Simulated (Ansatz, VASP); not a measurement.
## AgCl in VASP and in Ansatz

```
Ag Cl
1.0
     3.43397    0.00000    0.00000
     0.00000    3.43397    0.00000
     0.00000    0.00000    3.46831
Ag Cl
1 1
Direct
  0.00000 0.00000 0.00000
  0.50000 0.50000 0.50000
```

Change from the starting cell: zz strain of +1 %.

Alike in both runs: task single point; functional PBEsol; k mesh 9 × 9 × 9; occupations fermi-dirac, width 0.01 eV; no spin polarisation.

|  | VASP | Ansatz |
| --- | --- | --- |
| version | VASP 6.6.1 | Ansatz 0.2.0 |
| potentials or method | VASP PAW PBE potentials, release 64 (Ag, Cl), cutoff 520 eV | all-electron LAPW, scalar-relativistic |

|  | VASP | Ansatz | Ansatz less VASP |
| --- | --- | --- | --- |
| gap on the k mesh at the Fermi level (eV) | 0.43 | 0.43 | +0.002 |
| pressure (GPa) | -5.1 | -5.0 | +0.10 |
| traceless stress, the component that is largest in VASP (GPa) | -0.30 | -0.30 | 0.000 |

VASP's potentials were made for PBE, not for PBEsol. Ansatz ran all-electron here, and VASP with PAW potentials.
